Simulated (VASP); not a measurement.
# Pd (Fm-3m) in VASP: further runs, part 2 of 2

VASP 6.6.1. The steps go on from the part before.

## Step 4: Single point, LDA, collinear spin (13.03 Å³/atom)

This run uses another cell than the first one, of 13.03 Å³/atom.

Input file INCAR:

```
SYSTEM = Pd
PREC = Accurate ; ENCUT = 520
EDIFF = 1E-6 ; ISMEAR = -1
SIGMA = 0.05 ; LREAL = .FALSE.
LASPH = .TRUE. ; NELM = 150
ALGO = Normal ; ISIF = 2
LWAVE = .FALSE. ; LCHARG = .FALSE.
ISPIN = 2 ; MAGMOM = 0.5
LORBIT = 11 ; LMAXMIX = 4
GGA = CA ; NBANDS = 15
```

Input file KPOINTS:

```
Automatic mesh
0
G
  23 23 23
  0 0 0
```

Input file POSCAR:

```
Pd
1.0
    0.0000000000      1.8676400417      1.8676400417
    1.8676400417      0.0000000000      1.8676400417
    1.8676400417      1.8676400417      0.0000000000
Pd
1
Direct
    0.0000000000      0.0000000000      0.0000000000
```

Potentials or basis: VASP PAW LDA potentials, release 64 (Pd).

Run with:

```
> cat potpaw_LDA.64/Pd/POTCAR > POTCAR
> mpirun -np 1 vasp_std > vasp.out
```

OUTCAR:

```text
SYSTEM = Pd
   PREC = Accurate
   ENCUT = 520
   EDIFF = 1E-6
   ISMEAR = -1
   LREAL = .FALSE.
   LASPH = .TRUE.
   NELM = 150
   ISIF = 2
   ISPIN = 2
   LORBIT = 11
   GGA = CA

 ion  position               nearest neighbor table
   1  0.000  0.000  0.000-

  LATTYP: Found a face centered cubic cell.
 ALAT       =     3.7352800834

  Lattice vectors:

 A1 = (   0.0000000000,   1.8676400417,   1.8676400417)
 A2 = (   1.8676400417,   0.0000000000,   1.8676400417)
 A3 = (   1.8676400417,   1.8676400417,   0.0000000000)

Analysis of symmetry for initial positions (statically):
=====================================================================
 Subroutine PRICEL returns:
 Original cell was already a primitive cell.

 Routine SETGRP: Setting up the symmetry group for a
 face centered cubic supercell.

 Subroutine GETGRP returns: Found 48 space group operations
 (whereof 48 operations were pure point group operations)
 out of a pool of 48 trial point group operations.

The static configuration has the point symmetry O_h .

Analysis of symmetry for dynamics (positions and initial velocities):
=====================================================================
 Subroutine PRICEL returns:
 Original cell was already a primitive cell.

 Routine SETGRP: Setting up the symmetry group for a
 face centered cubic supercell.

 Subroutine GETGRP returns: Found 48 space group operations
 (whereof 48 operations were pure point group operations)
 out of a pool of 48 trial point group operations.

The dynamic configuration has the point symmetry O_h .

Analysis of structural, dynamic, and magnetic symmetry:
=====================================================================
 Subroutine PRICEL returns:
 Original cell was already a primitive cell.

 Routine SETGRP: Setting up the symmetry group for a
 face centered cubic supercell.

 Subroutine GETGRP returns: Found 48 space group operations
 (whereof 48 operations were pure point group operations)
 out of a pool of 48 trial point group operations.

The overall configuration has the point symmetry O_h .

 Subroutine INISYM returns: Found 48 space group operations
 (whereof 48 operations are pure point group operations),
 and found     1 'primitive' translations

----------------------------------------------------------------------------------------

                                     Primitive cell

  volume of cell :      13.0290

  direct lattice vectors                    reciprocal lattice vectors
     0.000000000  1.867640042  1.867640042    -0.267717541  0.267717541  0.267717541
     1.867640042  0.000000000  1.867640042     0.267717541 -0.267717541  0.267717541
     1.867640042  1.867640042  0.000000000     0.267717541  0.267717541 -0.267717541

  length of vectors
     2.641241877  2.641241877  2.641241877     0.463700384  0.463700384  0.463700384

  position of ions in fractional coordinates (direct lattice)
     0.000000000  0.000000000  0.000000000

  ion indices of the primitive-cell ions
   primitive index   ion index
                 1           1

----------------------------------------------------------------------------------------

 KPOINTS: Automatic mesh

Automatic generation of k-mesh.
[... 75 lines left out ...]
   TEBEG  =    0.0;   TEEND  =   0.0 temperature during run
   PSTRESS=    0.0 pullay stress
   NELECT =      10.0000    total number of electrons
   NUPDOWN=      -1.0000    fix difference up-down
   EMIN   =  10.00;   EMAX   =-10.00  energy-range for DOS
   EFERMI =   0.00;   METHOD = LEGACY
   ISMEAR =    -1;   SIGMA  =   0.05  broadening in eV -4-tet -1-fermi 0-gaus
   EFERMI_NEDOS =   21; number of points for ismear=-14 and -15
   IALGO  =     38    algorithm
   IMIX   =      4    mixing-type and parameters
     AMIX     =   0.40;   BMIX     =  1.00
     AMIX_MAG =   1.60;   BMIX_MAG =  1.00
  volume/ion in A,a.u.               =      13.03        87.92
  Fermi-wavevector in a.u.,A,eV,Ry     =   1.498897  2.832504 30.568084  2.246691
  Thomas-Fermi vector in A             =   2.610596
   LORBIT       =     11    0 simple, 1 ext, 2 COOP (PROOUT), +10 PAW based schemes
   GGA     = CA    functional components
   LHFCALC =     F    Hartree Fock is set to
   AEXX    =    0.0000 exact exchange contribution
   IVDW    =     0    specifies the selected vdW correction
   LEPSILON=     F    determine dielectric tensor
   LRPA    =     F    only Hartree local field effects (RPA)
 spin polarized calculation
  energy-cutoff  :      520.00
  volume of cell :       13.03
 maximum number of plane-waves:       361
   NGX =  9   NGY =  9   NGZ =  9

 number of electron      10.0000000 magnetization       0.5000000

 number of electron       9.9999996 magnetization       0.0008197

 number of electron       9.9999996 magnetization      -0.0000650

 Free energy of the ion-electron system (eV)
  ---------------------------------------------------
  ext. energy  EPLUGINS =         0.00000000
  ---------------------------------------------------
  free energy    TOTEN  =        -6.42679285 eV

  energy without entropy =       -6.41092320  energy(sigma->0) =       -6.41885803

 E-fermi :  11.8813     XC(G=0): -14.2891

 val. band max:       11.8801895790   @ k =  -0.4783   0.3913   0.0870
 cond. band min:      11.8815360174   @ k =   0.4783   0.2609   0.0435
 fundamental gap:      0.0013464384
 Fermi energy:        11.8813491154

 spin component 1

 k-point     1 :       0.0000    0.0000    0.0000
  band No.  band energies     occupation
      1       3.6312      1.00000
      2       8.3760      1.00000
      3       8.3760      1.00000
      4       8.3760      1.00000
      5      10.3884      1.00000
      6      10.3884      1.00000
      7      28.9641      0.00000
      8      34.4157      0.00000
      9      34.4157      0.00000
     10      34.4157      0.00000
     11      37.1443      0.00000
     12      40.3684      0.00000
     13      45.0705      0.00000
     14      45.0705      0.00000
[... 403 lines left out ...]
      4      11.3219      0.99999
      5      11.8502      0.65076
      6      13.1567      0.00000
      7      20.2087      0.00000
      8      28.4640      0.00000
      9      33.6511      0.00000
     10      33.9080      0.00000
     11      37.1696      0.00000
     12      41.4408      0.00000
     13      41.4585      0.00000
     14      45.3703      0.00000
     15      45.7747      0.00000

 [... further k-points ...]

 spin component 2

 k-point     1 :       0.0000    0.0000    0.0000
  band No.  band energies     occupation
      1       3.6311      1.00000
      2       8.3760      1.00000
      3       8.3760      1.00000
      4       8.3760      1.00000
      5      10.3885      1.00000
      6      10.3885      1.00000
      7      28.9639      0.00000
      8      34.4155      0.00000
      9      34.4155      0.00000
     10      34.4155      0.00000
     11      37.1443      0.00000
     12      40.3682      0.00000
     13      45.0704      0.00000
     14      45.0704      0.00000
[... 403 lines left out ...]
      4      11.3219      0.99999
      5      11.8503      0.65042
      6      13.1566      0.00000
      7      20.2086      0.00000
      8      28.4638      0.00000
      9      33.6511      0.00000
     10      33.9079      0.00000
     11      37.1697      0.00000
     12      41.4407      0.00000
     13      41.4584      0.00000
     14      45.3703      0.00000
     15      45.7762      0.00000

 [... further k-points ...]

------------------------ aborting loop because EDIFF is reached ----------------------------------------

  FORCE on cell =-STRESS in cart. coord.  units (eV):
  Direction    XX          YY          ZZ          XY          YZ          ZX
  --------------------------------------------------------------------------------------
  -------------------------------------------------------------------------------------
  Total        1.9257955      1.9257955      1.9257955     -0.0000000     -0.0000000      0.0000000
  in kB      236.8161005    236.8161005    236.8161005     -0.0000000     -0.0000000      0.0000000
  external PRESSURE =     236.8161005 kB  Pullay stress =       0.0000000 kB

 VOLUME and BASIS-vectors are now :
 -----------------------------------------------------------------------------
  energy-cutoff  :      520.00
  volume of cell :       13.03
      direct lattice vectors                 reciprocal lattice vectors
     0.000000000  1.867640042  1.867640042    -0.267717541  0.267717541  0.267717541
     1.867640042  0.000000000  1.867640042     0.267717541 -0.267717541  0.267717541
     1.867640042  1.867640042  0.000000000     0.267717541  0.267717541 -0.267717541

 POSITION                                       TOTAL-FORCE (eV/Angst)
 -----------------------------------------------------------------------------------
      0.00000      0.00000      0.00000         0.000000      0.000000      0.000000
 -----------------------------------------------------------------------------------
    total drift:                                0.000000      0.000000      0.000000

  FREE ENERGIE OF THE ION-ELECTRON SYSTEM (eV)
  ---------------------------------------------------
  free  energy   TOTEN  =        -6.4267928549 eV

  energy  without entropy=       -6.4109231968  energy(sigma->0) =       -6.41885803

 total charge

# of ion       s       p       d       tot
------------------------------------------
    1        0.561   0.631   8.554   9.746

 magnetization (x)

# of ion       s       p       d       tot
------------------------------------------
    1       -0.000  -0.000   0.000   0.000
```

stdout:

```text
POSCAR found type information on POSCAR Pd
 POSCAR found :  1 types and       1 ions
 scaLAPACK will be used
 LDA part: xc-table for (Slater(with rela. corr.)+CA(PZ))
 , standard interpolation
 POSCAR, INCAR and KPOINTS ok, starting setup
 FFT: planning ... GRIDC
 FFT: planning ... GRID_SOFT
 FFT: planning ... GRID
 WAVECAR not read
 entering main loop
```

Run time: 68 s. Hardware: 1 thread of Intel Xeon 6975P-C (Granite Rapids), shared host; peak memory 0.21 GiB.

What came out:

```
Free energy                                           : -6.4268 eV
Pressure                                              : 23.7 GPa
Band gap on the k mesh                                : zero (filled and empty bands overlap)
Net moment                                            : 0.00 μB per cell
Valence electrons inside the program's atomic spheres : Pd 9.75
```

Levels at points of the mesh, in eV from the Fermi level:
Spin up:
```
           k point  band 3  band 4  band 5  band 6  band 7  band 8
(0.00, 0.00, 0.00)   -3.51   -3.51   -1.49   -1.49   17.08   22.53
```
Spin down:
| k point | band 3 | band 4 | band 5 | band 6 | band 7 | band 8 |
| --- | --- | --- | --- | --- | --- | --- |
| (0.00, 0.00, 0.00) | -3.51 | -3.51 | -1.49 | -1.49 | 17.08 | 22.53 |

Caveat: the cell stands under pressure.

## Step 5: Single point, LDA, collinear spin (13.60 Å³/atom)

This run uses another cell than the first one, of 13.60 Å³/atom.

Input file INCAR:

```
SYSTEM = Pd
ALGO = Normal
EDIFF = 1E-6
ENCUT = 520
GGA = CA
ISIF = 2
ISMEAR = -1
ISPIN = 2
LASPH = .True.
LCHARG = .False.
LMAXMIX = 4
LORBIT = 11
LREAL = .False.
LWAVE = .False.
MAGMOM = 0.5
NBANDS = 15
NELM = 150
PREC = Accurate
SIGMA = 0.05
```

Input file KPOINTS:

```
k-points
0
Gamma
  23 23 23
  0 0 0
```

Input file POSCAR:

```
Pd
1.0
    0.0000000000      1.8943242189      1.8943242189
    1.8943242189      0.0000000000      1.8943242189
    1.8943242189      1.8943242189      0.0000000000
Pd
1
Direct
    0.0000000000      0.0000000000      0.0000000000
```

Run with:

```
> cat potpaw_LDA.64/Pd/POTCAR > POTCAR
> mpirun -np 1 vasp_std > vasp.out
```

It took 54 s on 1 thread of Intel Xeon 6975P-C (Granite Rapids), shared host; peak memory 0.21 GiB.

It converged, with:

```
Free energy                                           : -6.4863 eV
Pressure                                              : 10.4 GPa
Band gap on the k mesh                                : zero (filled and empty bands overlap)
Net moment                                            : 0.00 μB per cell
Valence electrons inside the program's atomic spheres : Pd 9.63
```

Levels at points of the mesh, in eV from the Fermi level:
Spin up:
| k point | band 3 | band 4 | band 5 | band 6 | band 7 | band 8 |
| --- | --- | --- | --- | --- | --- | --- |
| (0.00, 0.00, 0.00) | -3.27 | -3.27 | -1.39 | -1.39 | 17.12 | 22.32 |
Spin down:
```tsv
k point	band 2	band 3	band 4	band 5	band 6	band 7	band 8	band 9
(0.00, 0.00, 0.00)	-3.27	-3.27	-3.27	-1.39	-1.39	17.12	22.32	22.32
```

Caveat: the cell stands under pressure.

## Step 6: Single point, LDA, collinear spin

Input file INCAR:

```
ALGO = Normal
EDIFF = 1E-6
ENCUT = 520
ISIF = 2
ISMEAR = -1
ISPIN = 2
LASPH = T
LCHARG = F
LMAXMIX = 4
LORBIT = 11
LREAL = F
LWAVE = F
MAGMOM = 0.5
NBANDS = 15
NELM = 150
PREC = Accurate
SIGMA = 0.05
```

Input file KPOINTS:

```
k-points
0
Gamma
  23 23 23
```

Input file POSCAR:

```
Pd
1.0
    0.0000000000      1.9202770907      1.9202770907
    1.9202770907      0.0000000000      1.9202770907
    1.9202770907      1.9202770907      0.0000000000
Pd
1
Direct
    0.0000000000      0.0000000000      0.0000000000
```

Potentials or basis: VASP PAW LDA potentials, release 64 (Pd).

Run with:

```
> cat potpaw_LDA.64/Pd/POTCAR > POTCAR
> mpirun -np 1 vasp_std > vasp.out
```

OUTCAR:

```text
EDIFF = 1E-6
   ENCUT = 520
   ISIF = 2
   ISMEAR = -1
   ISPIN = 2
   LASPH = T
   LORBIT = 11
   LREAL = F
   NELM = 150
   PREC = Accurate

 ion  position               nearest neighbor table
   1  0.000  0.000  0.000-

  LATTYP: Found a face centered cubic cell.
 ALAT       =     3.8405541814

  Lattice vectors:

 A1 = (   0.0000000000,   1.9202770907,   1.9202770907)
 A2 = (   1.9202770907,   0.0000000000,   1.9202770907)
 A3 = (   1.9202770907,   1.9202770907,   0.0000000000)
[... 1069 lines left out ...]
  --------------------------------------------------------------------------------------
  -------------------------------------------------------------------------------------
  Total        0.0008157      0.0008157      0.0008157      0.0000000      0.0000000      0.0000000
  in kB        0.0922852      0.0922852      0.0922852      0.0000000      0.0000000      0.0000000
  external PRESSURE =       0.0922852 kB  Pullay stress =       0.0000000 kB

 VOLUME and BASIS-vectors are now :
 -----------------------------------------------------------------------------
  energy-cutoff  :      520.00
  volume of cell :       14.16
      direct lattice vectors                 reciprocal lattice vectors
     0.000000000  1.920277091  1.920277091    -0.260379089  0.260379089  0.260379089
     1.920277091  0.000000000  1.920277091     0.260379089 -0.260379089  0.260379089
     1.920277091  1.920277091  0.000000000     0.260379089  0.260379089 -0.260379089

 POSITION                                       TOTAL-FORCE (eV/Angst)
 -----------------------------------------------------------------------------------
      0.00000      0.00000      0.00000         0.000000     -0.000000     -0.000000
 -----------------------------------------------------------------------------------
    total drift:                                0.000000      0.000000      0.000000

  FREE ENERGIE OF THE ION-ELECTRON SYSTEM (eV)
  ---------------------------------------------------
  free  energy   TOTEN  =        -6.5042726763 eV

  energy  without entropy=       -6.4861254179  energy(sigma->0) =       -6.49519905

 total charge

# of ion       s       p       d       tot
------------------------------------------
    1        0.514   0.529   8.485   9.528

 magnetization (x)

# of ion       s       p       d       tot
------------------------------------------
    1       -0.000  -0.000   0.002   0.002
```

It took 58 s on 1 thread of Intel Xeon 6975P-C (Granite Rapids), shared host; peak memory 0.21 GiB.

Results:

```yaml
Free_energy: -6.5043 eV
Pressure: 0.0 GPa
Band_gap_on_the_k_mesh: zero (filled and empty bands overlap)
Net_moment: 0.00 μB per cell
Valence_electrons_inside_the_program's_atomic_spheres: Pd 9.53
```

## Step 7: Summary

```csv
cell,k mesh,gap on the mesh (eV),pressure (GPa),moment (μB)
"a = 2.716 Å, angles 60.0°, 1 atom",14 × 14 × 14,none,0.3,0.00
"a = 2.602 Å, angles 60.0°, 1 atom",23 × 23 × 23,none,40.8,0.00
"a = 2.641 Å, angles 60.0°, 1 atom",23 × 23 × 23,none,23.7,0.00
"a = 2.679 Å, angles 60.0°, 1 atom",23 × 23 × 23,none,10.4,0.00
"a = 2.716 Å, angles 60.0°, 1 atom",23 × 23 × 23,none,0.0,0.00
```

Alike in all rows: task single point; level LDA; potentials or basis VASP PAW LDA potentials, release 64 (Pd); spin collinear; cutoff (eV) 520; smearing fermi-dirac 0.05 eV.

Caveats: the cell stands under pressure (at least some runs).

Absolute energies hang on the potentials; compare differences alone.
